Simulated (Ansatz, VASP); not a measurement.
## PbO2: VASP beside Ansatz

The input INCAR:

```
SYSTEM = PbO2
ALGO     = Normal         ! electronic algorithm
EDIFF    = 1E-7           ! SCF threshold, eV
ENCUT    = 520            ! plane-wave cutoff, eV
GGA      = PS             ! functional
GGA_COMPAT= .FALSE.      
ISIF     = 2              ! what is computed and relaxed
ISMEAR   = -1             ! smearing method
LASPH    = .TRUE.         ! aspherical terms in the spheres
LCHARG   = .TRUE.         ! write CHGCAR
LORBIT   = 11             ! projections on sites
LORBMOM  = .TRUE.       
LREAL    = .FALSE.        ! projectors in reciprocal space
LSORBIT  = .TRUE.         ! spin-orbit coupling
LVHAR    = .TRUE.       
LWAVE    = .FALSE.        ! write WAVECAR
MAGMOM   = 0 0 0 0 0 0 0 0 0 ! initial moments
NBANDS   = 39             ! bands
NELM     = 150            ! most SCF steps
PREC     = Accurate       ! precision mode
SIGMA    = 0.05           ! smearing width, eV
```

File KPOINTS:

```
k-points
0
G
  7 7 7
  0 0 0
```

Contents of POSCAR:

```
PbO2
1.0
    0.0000000000      2.7019920000      2.7019920000
    2.7019920000      0.0000000000      2.7019920000
    2.7019920000      2.7019920000      0.0000000000
Pb O
1 2
Direct
    0.0000000000      0.0000000000      0.0000000000
    0.7500000000      0.7500000000      0.7500000000
    0.2500000000      0.2500000000      0.2500000000
```

Contents of input.yaml:

```yaml
crystal:
  lattice:
    - [0.0, 2.701992, 2.701992]
    - [2.701992, 0.0, 2.701992]
    - [2.701992, 2.701992, 0.0]
  atoms:
    - { symbol: Pb, position: [0.0, 0.0, 0.0] }
    - { symbol: O, position: [0.75, 0.75, 0.75] }
    - { symbol: O, position: [0.25, 0.25, 0.25] }
hamiltonian:
  xc: pbesol
  pseudopotentials: { kind: paw_fr }
magnetization:
  noncollinear: true
  spin_orbit: true
kpoints:
  mp_grid: { grid: [7, 7, 7] }
  band_path:
    path:
      - [[0.0, 0.0, 0.0], [0.5, 0.0, 0.5], [0.5, 0.25, 0.75], [0.375, 0.375, 0.75], [0.0, 0.0, 0.0], [0.5, 0.5, 0.5], [0.625, 0.25, 0.625], [0.5, 0.25, 0.75], [0.5, 0.5, 0.5], [0.375, 0.375, 0.75]]
      - [[0.625, 0.25, 0.625], [0.5, 0.0, 0.5]]
    npoints: 14
scf:
  occupations: { method: fermi_dirac, width: 0.05 }
  n_extra_bands: 7
output:
  forces: true
  stress: true
  eigenvalues: true
  fatbands: true
```

Alike in both runs: functional PBEsol; k mesh 7 × 7 × 7; occupations fermi-dirac, width 0.05 eV; non-collinear spin, spin-orbit coupling.

```csv
,VASP,Ansatz
version,VASP 6.6.1,Ansatz 0.2.0
potentials or method,"VASP PAW PBE potentials, release 64 (Pb_d, O)",Ansatz PAW
plane-wave cutoff (eV),520,420
valence electrons in the cell,26,26
task,single point,band structure
```

```tsv
	VASP	Ansatz	Ansatz less VASP
pressure (GPa)	-5.8	-6.2	-0.36
```

VASP's potentials were made for PBE, not for PBEsol.
